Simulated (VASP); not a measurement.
# SiP: single point with PBE

System: SiP.

```
CELL_PARAMETERS angstrom
6.22328 -0.01067 -0.07155
-0.01067 5.91635 -0.11527
-0.07155 -0.11527 5.85397
ATOMIC_POSITIONS crystal
Si 0.63233 0.25259 0.55004
Si 0.15956 0.37589 0.63423
Si 0.13232 0.89707 0.95603
Si 0.26891 0.85341 0.32820
Si 0.67321 0.90310 0.81442
Si 0.07758 0.50989 0.24374
Si 0.75747 0.64836 0.49266
Si 0.98113 0.99943 0.57813
P 0.95707 0.58306 0.86991
P 0.70212 0.29973 0.93966
P 0.88887 0.14942 0.23453
P 0.61378 0.85096 0.21100
P 0.37069 0.69573 0.68650
P 0.36972 0.15916 0.85822
P 0.33928 0.24326 0.30589
P 0.42756 0.53179 0.11514
```

```yaml
Program: VASP 6.6.1
Task: single point
Functional: PBE
Potentials_or_basis: VASP PAW PBE potentials, release 64 (Si, P)
Cutoff: 400 eV
k_mesh: 1 × 1 × 1, shifted
Occupations: fermi-dirac, width 0.05 eV
Spin: no spin polarisation
```

| Property | Result |
| --- | --- |
| Pressure | 18.6 GPa |
| Largest force | 1.698 eV/Å |

Forces in eV/Å, atoms in the order of the input:
```
Si   0.318  0.544 -0.090
Si   0.389 -0.248  0.066
Si  -0.012  1.143 -0.746
Si   0.364 -0.590  0.501
Si  -0.435  0.265  0.180
Si  -1.010 -0.565  0.292
Si  -0.124 -0.548  0.225
Si   0.119  0.509  0.800
P   -1.350 -0.929  0.443
P    0.084  0.508 -0.340
P   -0.012  0.007 -0.707
P    0.500  0.029 -0.793
P   -0.089  0.276  0.195
P    0.572 -0.579  0.008
P   -0.087 -0.437  0.248
P    0.772  0.617 -0.281
```

Stress tensor (GPa, compression positive):
```
12.91 13.35 16.81
13.35 20.99 11.84
16.81 11.84 21.86
```

Levels at points of the mesh, in eV from the Fermi level:
```tsv
k point	band 32	band 33	band 34	band 35	band 36	band 37	band 38	band 39	band 40	band 41
(0.25, 0.25, 0.25)	-1.81	-1.55	-1.20	-1.05	-0.57	0.57	0.80	0.92	1.32	1.50
```

It took 20 s on 1 thread of Intel(R) Xeon(R) Platinum 8259CL CPU @ 2.50GHz (Skylake/Cascade Lake), with other jobs on the host, peak memory 0.23 GiB.

Caveat: the atoms stand as in a frame of molecular dynamics.
